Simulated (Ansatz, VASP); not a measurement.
Br in VASP and in Ansatz

The input POSCAR:

```
Br
1.0
   -1.4174418653      1.4174418653      3.7769639634
    1.4174418653     -1.4174418653      3.7769639634
    1.4174418653      1.4174418653     -3.7769639634
Br
1
Direct
    0.0000000000      0.0000000000      0.0000000000
```

The input INCAR.step1:

```
ALGO = Normal
EDIFF = 1E-4
ENCUT = 520
GGA = PE
ISMEAR = 0
LASPH = T
LCHARG = F
LREAL = F
LWAVE = T
NBANDS = 10
NELM = 100
PREC = Accurate
SIGMA = 0.1
```

File INCAR.step2:

```
ALGO = Normal
EDIFF = 1E-6
ENCUT = 520
ISIF = 2
ISMEAR = 0
ISTART = 1
LASPH = T
LCHARG = T
LELF = T
LMIXTAU = T
LREAL = F
LVHAR = T
LWAVE = F
METAGGA = R2SCAN
NBANDS = 10
NELM = 100
PREC = Accurate
SIGMA = 0.1
```

KPOINTS

```
k-points
0
Gamma
  20 20 20
```

Input for Ansatz:

```yaml
crystal:
  lattice:
    - [-1.4174418653, 1.4174418653, 3.7769639634]
    - [1.4174418653, -1.4174418653, 3.7769639634]
    - [1.4174418653, 1.4174418653, -3.7769639634]
  atoms:
    - { symbol: Br, position: [0.0, 0.0, 0.0] }
basis:
  ecutwfc: 500
kpoints:
  mp_grid: { grid: [20, 20, 20] }
hamiltonian:
  xc: r2scan
scf:
  occupations: { method: gaussian, width: 0.1 }
output:
  forces: true
  stress: true
  eigenvalues: true
```

Alike in both runs: task single point; functional r2SCAN; k mesh 20 × 20 × 20; occupations gaussian, width 0.1 eV; no spin polarisation.

|  | VASP | Ansatz |
| --- | --- | --- |
| version | VASP 6.6.1 | Ansatz 0.2.0 |
| potentials or method | VASP PAW PBE potentials, release 64 (Br), cutoff 520 eV | scalar-relativistic, plane waves, PAW |
| valence electrons in the cell | 7 | 7 |

|  | VASP | Ansatz | Ansatz less VASP |
| --- | --- | --- | --- |
| gap on the k mesh at the Fermi level (eV) | none | none | - |
| pressure (GPa) | 0.6 | 0.6 | +0.02 |
| traceless stress, the component that is largest in VASP (GPa) | -0.93 | -0.95 | -0.017 |

VASP's potentials were made for PBE, not for r2SCAN. A gap of «none» marks a metal or a gap that the smearing closes.
